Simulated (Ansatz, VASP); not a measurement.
**Two plane-wave programs on Si2WC3**

```
Si W C
1.0
     5.23483    0.00000    0.00000
     0.00000    6.96737    0.00000
     0.00000    0.00000    2.76798
Si W C
2 1 3
Direct
  0.00000 0.69823 0.02843
  0.00000 0.30177 0.02843
  0.00000 0.00000 0.52863
  0.74749 0.50000 0.02835
  0.25251 0.50000 0.02835
  0.50000 0.50000 0.02821
```

Alike in both runs: functional PBE; k mesh 4 × 3 × 4; occupations gaussian, width 0.2 eV; no spin polarisation.

Ansatz relaxed the structure, and its values are those at the end. VASP's run is a single point on that final structure, the one shown.

```csv
,VASP,Ansatz
version,VASP 6.6.1,Ansatz 0.2.0
potentials or method,"VASP PAW PBE potentials, release 64 (Si, W_sv, C), cutoff 600 eV","scalar-relativistic, plane waves, PAW"
valence electrons in the cell,34,34
```

```tsv
	VASP	Ansatz	Ansatz less VASP
gap on the k mesh at the Fermi level (eV)	none	none	-
pressure (GPa)	-0.2	-0.1	+0.09
rms of the force components (eV/Å)	0.016	0.002	-0.0140
```

A gap of «none» marks a metal or a gap that the smearing closes.

The k mesh is coarse, so the values compare programs but aren't converged. Neither program's run includes spin-orbit coupling.
